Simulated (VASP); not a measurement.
The system is CaSiH6.

```
Ca Si H
1.0
     3.15251    1.82010    1.94529
    -3.15251    1.82010    1.94529
     0.00000   -3.64021    1.94529
Ca Si H
1 1 6
Direct
  0.50000 0.50000 0.50000
  0.00000 0.00000 0.00000
  0.93044 0.28230 0.28230
  0.28230 0.93044 0.28230
  0.28230 0.28230 0.93044
  0.06956 0.71770 0.71770
  0.71770 0.06956 0.71770
  0.71770 0.71770 0.06956
```

```yaml
Program: VASP 6.6.1
Task: relaxation of cell and atoms
Functional: r2SCAN
Dispersion: rVV10
Potentials_or_basis: VASP PAW PBE potentials, release 64 (Ca_sv, Si, H)
Cutoff: 600 eV
k_mesh: 6 × 6 × 6
Occupations: fermi-dirac, width 0.03 eV
Spin: no spin polarisation
```

At the start: pressure -0.3 GPa; volume 8.37 Å³/atom.

Question: Where does the relaxation end?

Answer: Over 8 steps the energy falls by 2.8 meV/atom and the volume is 8.53 Å³/atom (+1.8 %); space group R-3m (No. 166, to 0.1 Å) before and after.

Step by step:
```csv
step,energy change (eV),largest force (eV/Å),pressure (GPa),volume (Å³)
1,0.0000,0.2761,-0.28,66.97
2,-0.0148,0.0922,0.72,66.83
3,-0.0162,0.0307,1.17,66.77
4,-0.0202,0.0274,0.63,67.38
5,-0.0219,0.0237,-0.03,68.15
6,-0.0219,0.0237,0.00,68.12
7,-0.0222,0.0106,-0.01,68.17
8,-0.0223,0.0020,-0.01,68.20
```

Final structure:
```xyz
8
Lattice="3.1669 1.8284 1.9631 -3.1669 1.8284 1.9631 0.0000 -3.6568 1.9631" Properties=species:S:1:pos:R:3 pbc="T T T"
Ca    0.0000    0.0000    2.9447
Si    0.0000    0.0000    0.0000
H     2.0674    1.1936    2.9123
H    -2.0674    1.1936    2.9123
H     0.0000   -2.3872    2.9123
H    -2.0674   -1.1936    2.9770
H     2.0674   -1.1936    2.9770
H     0.0000    2.3872    2.9770
```

Caveat: the PAW data sets were made with another functional, which shifts forces and pressure a little.
